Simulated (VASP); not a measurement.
# Eu (Im-3m) in VASP: further runs, part 2 of 2

VASP 6.6.1. Earlier steps stand in the parts before.

### Step 3. Single point, LDA, collinear spin, ferromagnetic start

This run uses another cell than the first one, of 48.99 Å³/atom, 1.417 times its volume.

INCAR

```
SYSTEM = Eu
PREC = Accurate ; ENCUT = 520
EDIFF = 1E-7 ; ISMEAR = 0
SIGMA = 0.05 ; LREAL = .False.
LASPH = .True. ; NELM = 150
ALGO = Normal ; ISIF = 2
LWAVE = .False. ; LCHARG = .False.
ISPIN = 2 ; MAGMOM = 7
LORBIT = 11 ; LMAXMIX = 6
GGA = CA ; NBANDS = 18
```

KPOINTS

```
Automatic mesh
0
Gamma
  14 14 14
  0 0 0
```

POSCAR

```
Eu
1.0
   -2.3050000000      2.3050000000      2.3050000000
    2.3050000000     -2.3050000000      2.3050000000
    2.3050000000      2.3050000000     -2.3050000000
Eu
1
Direct
    0.0000000000      0.0000000000      0.0000000000
```

Potentials or basis: VASP PAW PBE potentials, release 64 (Eu).

Started as:

```sh
$ cat potpaw_PBE.64/Eu/POTCAR > POTCAR
$ mpirun -np 1 vasp_std > vasp.out
```

Wall time 2.7 min (1 thread of Intel Xeon Platinum 8488C (Sapphire Rapids), shared host); peak memory 0.28 GiB.

It converged, with:

```
Free energy                                           : -11.1781 eV
Pressure                                              : -3.9 GPa
Net moment                                            : 7.23 μB per cell
Site moments                                          : Eu +6.70 μB
Valence electrons inside the program's atomic spheres : Eu 14.66
```

Levels at points of the mesh, in eV from the Fermi level:
Spin up:
```tsv
k point	band 10	band 11	band 12	band 13	band 14	band 15
(0.00, 0.00, 0.00)	-0.36	-0.36	-0.33	1.61	1.61	1.61
(0.50, 0.00, 0.00)	-0.38	-0.37	-0.35	0.46	0.61	2.96
(0.50, 0.50, 0.50)	-0.45	-0.34	-0.34	-0.34	4.29	4.29
```
Spin down:
```
           k point  band 1  band 2  band 3  band 4  band 5  band 6  band 7  band 8  band 9  band 10
(0.00, 0.00, 0.00)  -38.65  -18.12  -18.12  -18.12   -3.54    2.47    2.47    2.47    3.66     3.66
(0.50, 0.00, 0.00)  -38.62  -18.47  -18.23  -18.12   -0.94    1.13    1.20    3.60    3.84     3.89
(0.50, 0.50, 0.50)  -38.61  -18.36  -18.36  -18.36   -0.16   -0.16    3.54    3.54    3.54     3.79
```

Caveat: the PAW data sets were made with another functional, which shifts forces and pressure a little; spin-orbit coupling is left out, which moves the levels of the heavy elements.

### Step 4. Single point, LDA, collinear spin, ferromagnetic start

This run uses another cell than the first one, of 38.73 Å³/atom, 1.121 times its volume.

INCAR

```
SYSTEM = Eu
PREC = Accurate
ENCUT = 520
EDIFF = 1E-6
ISMEAR = 0
SIGMA = 0.05
LREAL = .FALSE.
LASPH = .TRUE.
NELM = 150
ALGO = Normal
ISIF = 2
LWAVE = .FALSE.
LCHARG = .FALSE.
ISPIN = 2
MAGMOM = 7.7
LORBIT = 11
LMAXMIX = 6
GGA = CA
NBANDS = 18
```

KPOINTS

```
regular mesh
0
G
  14 14 14
  0 0 0
```

POSCAR

```
Eu
1.0
   -2.1313803611      2.1313803611      2.1313803611
    2.1313803611     -2.1313803611      2.1313803611
    2.1313803611      2.1313803611     -2.1313803611
Eu
1
Direct
    0.0000000000      0.0000000000      0.0000000000
```

Potentials or basis: VASP PAW PBE potentials, release 64 (Eu).

Started as:

```sh
$ cat potpaw_PBE.64/Eu/POTCAR > POTCAR
$ mpirun -np 1 vasp_std > vasp.out
```

OUTCAR:

```text
SYSTEM = Eu
   PREC = Accurate
   ENCUT = 520
   EDIFF = 1E-6
   ISMEAR = 0
   LREAL = .FALSE.
   LASPH = .TRUE.
   NELM = 150
   ISIF = 2
   ISPIN = 2
   LORBIT = 11
   GGA = CA

 ion  position               nearest neighbor table
   1  0.000  0.000  0.000-

  LATTYP: Found a body centered cubic cell.
 ALAT       =     4.2627607222

  Lattice vectors:

 A1 = (  -2.1313803611,   2.1313803611,   2.1313803611)
 A2 = (   2.1313803611,  -2.1313803611,   2.1313803611)
 A3 = (   2.1313803611,   2.1313803611,  -2.1313803611)

Analysis of symmetry for initial positions (statically):
[... 1213 lines left out ...]
  -------------------------------------------------------------------------------------
  Total       -0.5038095     -0.5038095     -0.5038095      0.0000000      0.0000000     -0.0000000
  in kB      -20.8417453    -20.8417453    -20.8417453      0.0000000      0.0000000     -0.0000000
  external PRESSURE =     -20.8417453 kB  Pullay stress =       0.0000000 kB

 VOLUME and BASIS-vectors are now :
 -----------------------------------------------------------------------------
  energy-cutoff  :      520.00
  volume of cell :       38.73
      direct lattice vectors                 reciprocal lattice vectors
    -2.131380361  2.131380361  2.131380361     0.000000000  0.234589757  0.234589757
     2.131380361 -2.131380361  2.131380361     0.234589757  0.000000000  0.234589757
     2.131380361  2.131380361 -2.131380361     0.234589757  0.234589757  0.000000000

 POSITION                                       TOTAL-FORCE (eV/Angst)
 -----------------------------------------------------------------------------------
      0.00000      0.00000      0.00000         0.000000      0.000000      0.000000
 -----------------------------------------------------------------------------------
    total drift:                               -0.000000     -0.000000     -0.000000

  FREE ENERGIE OF THE ION-ELECTRON SYSTEM (eV)
  ---------------------------------------------------
  free  energy   TOTEN  =       -11.3771119783 eV

  energy  without entropy=      -11.3755595254  energy(sigma->0) =      -11.37633575

 total charge

# of ion       s       p       d       f       tot
--------------------------------------------------
    1        2.087   5.647   0.338   6.618  14.690

 magnetization (x)

# of ion       s       p       d       f       tot
--------------------------------------------------
    1        0.000  -0.074   0.115   6.613   6.655
```

Wall time 93 s (1 thread of Intel Xeon Platinum 8488C (Sapphire Rapids), shared host); peak memory 0.24 GiB.

Results:

| Property | Result |
| --- | --- |
| Free energy | -11.3771 eV |
| Pressure | -2.1 GPa |
| Net moment | 7.15 μB per cell |
| Site moments | Eu +6.66 μB |
| Valence electrons inside the program's atomic spheres | Eu 14.69 |

Caveat: the PAW data sets were made with another functional, which shifts forces and pressure a little; spin-orbit coupling is left out, which moves the levels of the heavy elements.

### Step 5. Single point, LDA, collinear spin, ferromagnetic start

INCAR

```
PREC     = Accurate       # precision mode
ENCUT    = 520            # plane-wave cutoff, eV
EDIFF    = 1E-6           # SCF threshold, eV
ISMEAR   = 0              # smearing method
SIGMA    = 0.05           # smearing width, eV
LREAL    = False          # projectors in reciprocal space
LASPH    = True           # aspherical terms in the spheres
NELM     = 150            # most SCF steps
ALGO     = Normal         # electronic algorithm
ISIF     = 2              # what is computed and relaxed
LWAVE    = False          # write WAVECAR
LCHARG   = False          # write CHGCAR
ISPIN    = 2              # spin polarisation
MAGMOM   = 0.5            # initial moments
LORBIT   = 11             # projections on sites
LMAXMIX  = 6              # l up to which the mixer works
GGA      = CA             # functional
NBANDS   = 18             # bands
```

KPOINTS

```
regular mesh
0
Gamma
  14 14 14
```

POSCAR

```
Eu
1.0
   -2.0520540880      2.0520540880      2.0520540880
    2.0520540880     -2.0520540880      2.0520540880
    2.0520540880      2.0520540880     -2.0520540880
Eu
1
Direct
    0.0000000000      0.0000000000      0.0000000000
```

Started as:

```sh
$ cat potpaw_PBE.64/Eu/POTCAR > POTCAR
$ mpirun -np 1 vasp_std > vasp.out
```

It took 2.2 min on 1 thread of Intel Xeon Platinum 8488C (Sapphire Rapids), shared host; peak memory 0.24 GiB.

The run converged. Its results:

| Item | Value |
| --- | --- |
| Free energy | -11.4077 eV |
| Pressure | -0.4 GPa |
| Net moment | 7.12 μB per cell |
| Site moments | Eu +6.64 μB |
| Valence electrons inside the program's atomic spheres | Eu 14.72 |

Levels at points of the mesh, in eV from the Fermi level:
Spin up:
```tsv
k point	band 8	band 9	band 10	band 11	band 12	band 13	band 14	band 15	band 16	band 17
(0.00, 0.00, 0.00)	-0.55	-0.28	-0.28	-0.28	-0.22	1.95	1.95	1.95	4.12	4.12
(0.50, 0.00, 0.00)	-0.46	-0.32	-0.31	-0.29	-0.26	0.27	1.78	4.07	4.91	7.05
(0.50, 0.50, 0.50)	-0.45	-0.45	-0.45	-0.25	-0.25	-0.25	6.32	6.32	6.32	6.49
```
Spin down:
```tsv
k point	band 3	band 4	band 5	band 6	band 7	band 8
(0.00, 0.00, 0.00)	-17.51	-17.51	-3.79	2.91	2.91	2.91
(0.50, 0.00, 0.00)	-17.83	-17.52	-1.20	1.11	2.36	3.49
(0.50, 0.50, 0.50)	-18.20	-18.20	-0.79	-0.79	3.70	3.70
```

Caveat: the PAW data sets were made with another functional, which shifts forces and pressure a little; spin-orbit coupling is left out, which moves the levels of the heavy elements.

### Step 6. The runs side by side

| cell | gap on the mesh (eV) | pressure (GPa) | moment (μB) |
| --- | --- | --- | --- |
| a = 3.554 Å, angles 109.5°, 1 atom | none | -0.4 | 7.12 |
| a = 3.992 Å, angles 109.5°, 1 atom | none | -3.9 | 7.23 |
| a = 3.692 Å, angles 109.5°, 1 atom | none | -2.1 | 7.15 |

Alike in all rows: task single point; level LDA; potentials or basis VASP PAW PBE potentials, release 64 (Eu); spin collinear, ferromagnetic start; k mesh 14 × 14 × 14; cutoff (eV) 520; smearing gaussian 0.05 eV.

Caveats: the PAW data sets were made with another functional, which shifts forces and pressure a little; spin-orbit coupling is left out, which moves the levels of the heavy elements.

Total energies depend on the potentials used, so only differences within one code and one set of settings carry meaning.
